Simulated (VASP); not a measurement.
# BN (I-4m2) in VASP: a series of runs

BN is run at these levels: PBE, r2SCAN; tasks: single point.

Everything below comes from runs of VASP 6.6.1. Logs are shortened: lines on timing, memory, paths and dates and some standing lists are left out, and cuts for length are marked.

## Step 1: The cell of the first run

It takes space group I-4m2 (No. 119, tetragonal). The conventional cell has a = 2.552 Å, b = 2.552 Å, c = 3.520 Å, α = 90.00°, β = 90.00°, γ = 90.00°. Within 2.1 Å of B (site symmetry -4m2) lie 4 N at 1.55 Å. N (site symmetry -4m2) has 4 B at 1.55 Å within 2.1 Å.

## Step 2: Single point, PBE (uniaxial z strain -2.5%)

INCAR reads:

```
PREC     = Accurate       # precision mode
ENCUT    = 520            # plane-wave cutoff, eV
EDIFF    = 1E-7           # SCF threshold, eV
ISMEAR   = -1             # smearing method
SIGMA    = 0.02           # smearing width, eV
LREAL    = False          # projectors in reciprocal space
LASPH    = True           # aspherical terms in the spheres
NELM     = 60             # most SCF steps
ALGO     = Normal         # electronic algorithm
ISIF     = 2              # what is computed and relaxed
LWAVE    = False          # write WAVECAR
LCHARG   = False          # write CHGCAR
GGA      = PE             # functional
NBANDS   = 11             # bands
```

KPOINTS reads:

```
Automatic mesh
0
Gamma
  12 12 12
```

POSCAR reads:

```
BN
1.0
    0.0000000000      1.8048254535      1.7598852997
    1.8048254535      0.0000000000      1.7598852997
    1.8048254535      1.8048254535      0.0000000000
B N
1 1
Direct
    0.0000000000      0.0000000000      0.0000000000
    0.2500000000      0.2500000000      0.2500000000
```

Potentials or basis: VASP PAW PBE potentials, release 64 (B, N).

Started as:

```
> cat potpaw_PBE.64/B/POTCAR potpaw_PBE.64/N/POTCAR > POTCAR
> mpirun -np 1 vasp_std > vasp.out
```

OUTCAR:

```text
PREC = Accurate
   ENCUT = 520
   EDIFF = 1E-7
   ISMEAR = -1
   LREAL = False
   LASPH = True
   NELM = 60
   ISIF = 2
   GGA = PE

 ion  position               nearest neighbor table
   1  0.000  0.000  0.000-   2 1.55   2 1.55   2 1.55   2 1.55
   2  0.250  0.250  0.250-   1 1.55   1 1.55   1 1.55   1 1.55

  LATTYP: Found a body centered tetragonal cell.
 ALAT       =     2.5524086341
 C/A-ratio  =     1.3789996447

  Lattice vectors:

 A1 = (   0.0000000000,  -1.8048254535,  -1.7598852997)
 A2 = (   0.0000000000,   1.8048254535,  -1.7598852997)
 A3 = (   1.8048254535,   0.0000000000,   1.7598852997)

Analysis of symmetry for initial positions (statically):
=====================================================================
 Subroutine PRICEL returns:
 Original cell was already a primitive cell.

 Routine SETGRP: Setting up the symmetry group for a
 body centered tetragonal supercell.

 Subroutine GETGRP returns: Found  8 space group operations
 (whereof  8 operations were pure point group operations)
 out of a pool of 16 trial point group operations.

The static configuration has the point symmetry D_2d.

Analysis of symmetry for dynamics (positions and initial velocities):
=====================================================================
 Subroutine PRICEL returns:
 Original cell was already a primitive cell.

 Routine SETGRP: Setting up the symmetry group for a
 body centered tetragonal supercell.

 Subroutine GETGRP returns: Found  8 space group operations
 (whereof  8 operations were pure point group operations)
 out of a pool of 16 trial point group operations.

The dynamic configuration has the point symmetry D_2d.

 Subroutine INISYM returns: Found  8 space group operations
 (whereof  8 operations are pure point group operations),
 and found     1 'primitive' translations

----------------------------------------------------------------------------------------

                                     Primitive cell

  volume of cell :      11.4653

  direct lattice vectors                    reciprocal lattice vectors
     0.000000000  1.804825453  1.759885300    -0.277035100  0.277035100  0.284109425
     1.804825453  0.000000000  1.759885300     0.277035100 -0.277035100  0.284109425
     1.804825453  1.804825453  0.000000000     0.277035100  0.277035100 -0.284109425

  length of vectors
[... 82 lines left out ...]
   EDIFF  = 0.1E-06   stopping-criterion for ELM
   LREAL  =      F    real-space projection
   EDIFFG = 0.1E-05   stopping-criterion for IOM
   NSW    =      0    number of steps for IOM
   IBRION =     -1    ionic relax: 0-MD 1-quasi-New 2-CG
   NFREE  =      0    steps in history (QN), initial steepest desc. (CG)
   ISIF   =      2    stress and relaxation
   ISYM   =      2    0-nonsym 1-usesym 2-fastsym
   POTIM  = 0.5000    time-step for ionic-motion
   TEBEG  =    0.0;   TEEND  =   0.0 temperature during run
   PSTRESS=    0.0 pullay stress
   NELECT =       8.0000    total number of electrons
   NUPDOWN=      -1.0000    fix difference up-down
   EMIN   =  10.00;   EMAX   =-10.00  energy-range for DOS
   EFERMI =   0.00;   METHOD = LEGACY
   ISMEAR =    -1;   SIGMA  =   0.02  broadening in eV -4-tet -1-fermi 0-gaus
   EFERMI_NEDOS =   21; number of points for ismear=-14 and -15
   IALGO  =     38    algorithm
   IMIX   =      4    mixing-type and parameters
     AMIX     =   0.40;   BMIX     =  1.00
     AMIX_MAG =   1.60;   BMIX_MAG =  1.00
  volume/ion in A,a.u.               =       5.73        38.69
  Fermi-wavevector in a.u.,A,eV,Ry     =   1.452033  2.743945 28.686532  2.108401
  Thomas-Fermi vector in A             =   2.569462
   LORBIT       =      0    0 simple, 1 ext, 2 COOP (PROOUT), +10 PAW based schemes
   GGA     = PE    functional components
   LHFCALC =     F    Hartree Fock is set to
   AEXX    =    0.0000 exact exchange contribution
   IVDW    =     0    specifies the selected vdW correction
   LEPSILON=     F    determine dielectric tensor
   LRPA    =     F    only Hartree local field effects (RPA)
 non-spin polarized calculation
  energy-cutoff  :      520.00
  volume of cell :       11.47
 maximum number of plane-waves:       323
   NGX =  9   NGY =  9   NGZ =  9

 number of electron       7.9999998 magnetization

 Free energy of the ion-electron system (eV)
  ---------------------------------------------------
  ext. energy  EPLUGINS =         0.00000000
  ---------------------------------------------------
  free energy    TOTEN  =       -17.42005940 eV

  energy without entropy =      -17.42005940  energy(sigma->0) =      -17.42005940

 E-fermi :   8.3789     XC(G=0): -12.9699

 val. band max:        7.9361192017   @ k =   0.0000   0.0000   0.0000
 cond. band min:      11.9703769192   @ k =   0.5000   0.5000   0.0000
 fundamental gap:      4.0342577175
 Fermi energy:         8.3789224061

 k-point     1 :       0.0000    0.0000    0.0000
  band No.  band energies     occupation
      1     -12.7980      2.00000
      2       7.6926      2.00000
      3       7.6926      2.00000
      4       7.9361      2.00000
      5      16.6207      0.00000
      6      16.8013      0.00000
      7      16.8013      0.00000
      8      18.6062      0.00000
      9      33.0927      0.00000
     10      35.2495      0.00000
     11      36.0829      0.00000
[... 309 lines left out ...]
 k-point    24 :      -0.4167    0.1667    0.0000
  band No.  band energies     occupation
      1      -8.0689      2.00000
      2      -2.4429      2.00000
      3       3.7750      2.00000
      4       4.9146      2.00000
      5      16.9368      0.00000
      6      20.1610      0.00000
      7      20.5420      0.00000
      8      23.8806      0.00000
      9      29.0094      0.00000
     10      33.4716      0.00000
     11      35.0705      0.00000

 [... further k-points ...]
[... 5 lines left out ...]
  --------------------------------------------------------------------------------------
  -------------------------------------------------------------------------------------
  Total        0.7318175      0.7318175      1.8313550      0.0000000     -0.0000000      0.0000000
  in kB      102.2653774    102.2653774    255.9165347      0.0000000     -0.0000000      0.0000000
  external PRESSURE =     153.4824298 kB  Pullay stress =       0.0000000 kB

 VOLUME and BASIS-vectors are now :
 -----------------------------------------------------------------------------
  energy-cutoff  :      520.00
  volume of cell :       11.47
      direct lattice vectors                 reciprocal lattice vectors
     0.000000000  1.804825453  1.759885300    -0.277035100  0.277035100  0.284109425
     1.804825453  0.000000000  1.759885300     0.277035100 -0.277035100  0.284109425
     1.804825453  1.804825453  0.000000000     0.277035100  0.277035100 -0.284109425

 POSITION                                       TOTAL-FORCE (eV/Angst)
 -----------------------------------------------------------------------------------
      0.00000      0.00000      0.00000        -0.000000     -0.000000      0.000000
      0.90241      0.90241      0.87994         0.000000      0.000000     -0.000000
 -----------------------------------------------------------------------------------
    total drift:                                0.000001      0.000001     -0.000001

  FREE ENERGIE OF THE ION-ELECTRON SYSTEM (eV)
  ---------------------------------------------------
  free  energy   TOTEN  =       -17.4200594006 eV

  energy  without entropy=      -17.4200594006  energy(sigma->0) =      -17.42005940
```

OSZICAR:

```text
N       E                     dE             d eps       ncg     rms          rms(c)
DAV:   1     0.112051209822E+02    0.11205E+02   -0.50325E+03  3714   0.724E+02
DAV:   2    -0.179101138429E+02   -0.29115E+02   -0.28220E+02  4330   0.168E+02
DAV:   3    -0.184320088696E+02   -0.52190E+00   -0.52084E+00  4252   0.189E+01
DAV:   4    -0.184326106434E+02   -0.60177E-03   -0.60177E-03  3823   0.718E-01
DAV:   5    -0.184326111510E+02   -0.50766E-06   -0.50760E-06  4144   0.208E-02    0.688E+00
DAV:   6    -0.175165926856E+02    0.91602E+00   -0.28935E+00  3775   0.998E+00    0.337E+00
DAV:   7    -0.174349391439E+02    0.81654E-01   -0.11811E-01  4030   0.280E+00    0.196E+00
DAV:   8    -0.174197718440E+02    0.15167E-01   -0.36727E-02  3966   0.140E+00    0.209E-01
DAV:   9    -0.174199714027E+02   -0.19956E-03   -0.91612E-04  3808   0.260E-01    0.865E-02
DAV:  10    -0.174200544606E+02   -0.83058E-04   -0.11711E-04  3933   0.924E-02    0.154E-02
DAV:  11    -0.174200593778E+02   -0.49172E-05   -0.84973E-06  4099   0.241E-02    0.106E-02
DAV:  12    -0.174200594002E+02   -0.22382E-07   -0.14808E-06  3997   0.838E-03    0.620E-04
DAV:  13    -0.174200594006E+02   -0.39586E-09   -0.21640E-08  1946   0.145E-03
   1 F= -.17420059E+02 E0= -.17420059E+02  d E =-.129888E-12
```

stdout:

```text
POSCAR found type information on POSCAR B N
 POSCAR found :  2 types and       2 ions
 scaLAPACK will be used
 LDA part: xc-table for (Slater+PW92), standard interpolation
 POSCAR, INCAR and KPOINTS ok, starting setup
 FFT: planning ... GRIDC
 FFT: planning ... GRID_SOFT
 FFT: planning ... GRID
 WAVECAR not read
 entering main loop
```

It took 26 s on 1 thread of Intel Xeon 8259CL, shared host; peak memory 0.13 GiB.

What came out:

* Free energy: -17.4201 eV
* Pressure: 15.3 GPa
* Band gap on the k mesh: 4.03 eV, indirect (least direct gap 8.68 eV)

Stress tensor (GPa, compression positive):
```
10.23  0.00  0.00
 0.00 10.23  0.00
 0.00  0.00 25.59
```

Levels at points of the mesh, in eV from the valence-band top:
```tsv
k point	band 1	band 2	band 3	band 4	band 5	band 6	band 7	band 8	band 9
(0.00, 0.00, 0.00)	-20.73	-0.24	-0.24	0.00	8.68	8.87	8.87	10.67	25.16
(0.50, 0.00, 0.00)	-16.37	-11.13	-2.35	-1.96	10.10	10.56	11.13	15.41	23.70
(0.50, 0.50, 0.00)	-14.76	-9.02	-5.44	-5.44	4.03	8.83	18.25	18.25	21.48
(0.50, 0.00, 0.50)	-15.06	-9.40	-5.10	-5.09	4.48	9.44	17.97	18.36	20.94
```

Caveat: the cell differs from its parent crystal (uniaxial z strain -2.5%).

## Step 3: Single point, PBE (biaxial xy strain -1.7%)

INCAR reads:

```
SYSTEM = BN
ALGO     = Normal         ! electronic algorithm
EDIFF    = 1E-7           ! SCF threshold, eV
ENCUT    = 520            ! plane-wave cutoff, eV
GGA      = PE             ! functional
ISIF     = 2              ! what is computed and relaxed
ISMEAR   = -1             ! smearing method
LASPH    = .TRUE.         ! aspherical terms in the spheres
LCHARG   = .FALSE.        ! write CHGCAR
LREAL    = .FALSE.        ! projectors in reciprocal space
LWAVE    = .FALSE.        ! write WAVECAR
NBANDS   = 11             ! bands
NELM     = 100            ! most SCF steps
PREC     = Accurate       ! precision mode
SIGMA    = 0.02           ! smearing width, eV
```

KPOINTS reads:

```
k-points
0
G
  12 12 12
  0 0 0
```

POSCAR reads:

```
BN
1.0
    0.0000000000      1.7739629383      1.8048254535
    1.7739629383      0.0000000000      1.8048254535
    1.7739629383      1.7739629383      0.0000000000
B N
1 1
Direct
    0.0000000000      0.0000000000      0.0000000000
    0.2500000000      0.2500000000      0.2500000000
```

Potentials or basis: VASP PAW PBE potentials, release 64 (B, N).

Started as:

```
> cat potpaw_PBE.64/B/POTCAR potpaw_PBE.64/N/POTCAR > POTCAR
> mpirun -np 1 vasp_std > vasp.out
```

OUTCAR:

```text
SYSTEM = BN
   EDIFF = 1E-7
   ENCUT = 520
   GGA = PE
   ISIF = 2
   ISMEAR = -1
   LASPH = .TRUE.
   LREAL = .FALSE.
   NELM = 100
   PREC = Accurate

 ion  position               nearest neighbor table
   1  0.000  0.000  0.000-   2 1.55   2 1.55   2 1.55   2 1.55
   2  0.250  0.250  0.250-   1 1.55   1 1.55   1 1.55   1 1.55

  LATTYP: Found a body centered tetragonal cell.
 ALAT       =     2.5087624465
 C/A-ratio  =     1.4388173388

  Lattice vectors:

 A1 = (  -1.7739629383,   0.0000000000,   1.8048254535)
 A2 = (   1.7739629383,   0.0000000000,   1.8048254535)
 A3 = (   0.0000000000,   1.7739629383,  -1.8048254535)

Analysis of symmetry for initial positions (statically):
=====================================================================
 Subroutine PRICEL returns:
 Original cell was already a primitive cell.

 Routine SETGRP: Setting up the symmetry group for a
 body centered tetragonal supercell.

 Subroutine GETGRP returns: Found  8 space group operations
 (whereof  8 operations were pure point group operations)
 out of a pool of 16 trial point group operations.

The static configuration has the point symmetry D_2d.

Analysis of symmetry for dynamics (positions and initial velocities):
=====================================================================
 Subroutine PRICEL returns:
 Original cell was already a primitive cell.

 Routine SETGRP: Setting up the symmetry group for a
 body centered tetragonal supercell.

 Subroutine GETGRP returns: Found  8 space group operations
 (whereof  8 operations were pure point group operations)
 out of a pool of 16 trial point group operations.

The dynamic configuration has the point symmetry D_2d.

 Subroutine INISYM returns: Found  8 space group operations
 (whereof  8 operations are pure point group operations),
 and found     1 'primitive' translations

----------------------------------------------------------------------------------------
[... 114 lines left out ...]
  volume/ion in A,a.u.               =       5.68        38.33
  Fermi-wavevector in a.u.,A,eV,Ry     =   1.456532  2.752447 28.864567  2.121486
  Thomas-Fermi vector in A             =   2.573439
   LORBIT       =      0    0 simple, 1 ext, 2 COOP (PROOUT), +10 PAW based schemes
   GGA     = PE    functional components
   LHFCALC =     F    Hartree Fock is set to
   AEXX    =    0.0000 exact exchange contribution
   IVDW    =     0    specifies the selected vdW correction
   LEPSILON=     F    determine dielectric tensor
   LRPA    =     F    only Hartree local field effects (RPA)
 non-spin polarized calculation
  energy-cutoff  :      520.00
  volume of cell :       11.36
 maximum number of plane-waves:       318
   NGX =  9   NGY =  9   NGZ =  9

 number of electron       7.9999998 magnetization

 Free energy of the ion-electron system (eV)
  ---------------------------------------------------
  ext. energy  EPLUGINS =         0.00000000
  ---------------------------------------------------
  free energy    TOTEN  =       -17.41318600 eV

  energy without entropy =      -17.41318600  energy(sigma->0) =      -17.41318600

 E-fermi :   8.4443     XC(G=0): -13.0158

 val. band max:        7.9507341568   @ k =   0.0000   0.0000   0.0000
 cond. band min:      12.2885228336   @ k =   0.5000   0.0000   0.5000
 fundamental gap:      4.3377886768
 Fermi energy:         8.4443247445

 k-point     1 :       0.0000    0.0000    0.0000
  band No.  band energies     occupation
      1     -12.7896      2.00000
      2       7.7708      2.00000
      3       7.9507      2.00000
      4       7.9507      2.00000
      5      16.8580      0.00000
      6      16.8580      0.00000
      7      16.9821      0.00000
      8      18.8791      0.00000
      9      33.3852      0.00000
     10      35.6386      0.00000
     11      36.1531      0.00000
[... 309 lines left out ...]
 k-point    24 :      -0.4167    0.1667    0.0000
  band No.  band energies     occupation
      1      -8.0042      2.00000
      2      -2.4683      2.00000
      3       3.4807      2.00000
      4       5.3739      2.00000
      5      17.5932      0.00000
      6      20.4575      0.00000
      7      20.4845      0.00000
      8      24.0695      0.00000
      9      29.5820      0.00000
     10      33.7560      0.00000
     11      35.3308      0.00000

 [... further k-points ...]
[... 5 lines left out ...]
  --------------------------------------------------------------------------------------
  -------------------------------------------------------------------------------------
  Total        1.6420742      1.6420742      0.8429575      0.0000000     -0.0000000     -0.0000000
  in kB      231.6056042    231.6056042    118.8945572      0.0000000     -0.0000000     -0.0000000
  external PRESSURE =     194.0352552 kB  Pullay stress =       0.0000000 kB

 VOLUME and BASIS-vectors are now :
 -----------------------------------------------------------------------------
  energy-cutoff  :      520.00
  volume of cell :       11.36
      direct lattice vectors                 reciprocal lattice vectors
     0.000000000  1.773962938  1.804825453    -0.281854817  0.281854817  0.277035100
     1.773962938  0.000000000  1.804825453     0.281854817 -0.281854817  0.277035100
     1.773962938  1.773962938  0.000000000     0.281854817  0.281854817 -0.277035100

 POSITION                                       TOTAL-FORCE (eV/Angst)
 -----------------------------------------------------------------------------------
      0.00000      0.00000      0.00000         0.000000      0.000000      0.000000
      0.88698      0.88698      0.90241        -0.000000     -0.000000     -0.000000
 -----------------------------------------------------------------------------------
    total drift:                               -0.000001     -0.000001      0.000001

  FREE ENERGIE OF THE ION-ELECTRON SYSTEM (eV)
  ---------------------------------------------------
  free  energy   TOTEN  =       -17.4131860029 eV

  energy  without entropy=      -17.4131860029  energy(sigma->0) =      -17.41318600
```

Run time: 24 s. Hardware: 1 thread of Intel Xeon 8259CL, shared host; peak memory 0.13 GiB.

What came out:

- Free energy: -17.4132 eV
- Pressure: 19.4 GPa
- Band gap on the k mesh: 4.34 eV, indirect (least direct gap 8.91 eV)

Stress tensor (GPa, compression positive):
```
23.16  0.00  0.00
 0.00 23.16  0.00
 0.00  0.00 11.89
```

Levels at points of the mesh, in eV from the valence-band top:
```
           k point  band 1  band 2  band 3  band 4  band 5  band 6  band 7  band 8  band 9
(0.00, 0.00, 0.00)  -20.74   -0.18    0.00    0.00    8.91    8.91    9.03   10.93   25.43
(0.50, 0.00, 0.00)  -16.33  -11.11   -2.21   -1.94   10.35   10.96   11.01   15.60   23.95
(0.50, 0.50, 0.00)  -15.05   -9.40   -5.00   -5.00    4.65    9.67   18.43   18.43   21.15
(0.50, 0.00, 0.50)  -14.84   -9.15   -5.24   -5.23    4.34    9.25   18.33   18.61   21.52
```

Caveat: the cell differs from its parent crystal (biaxial xy strain -1.7%). A k mesh can miss the band edges.

[end of part 1 of 2]
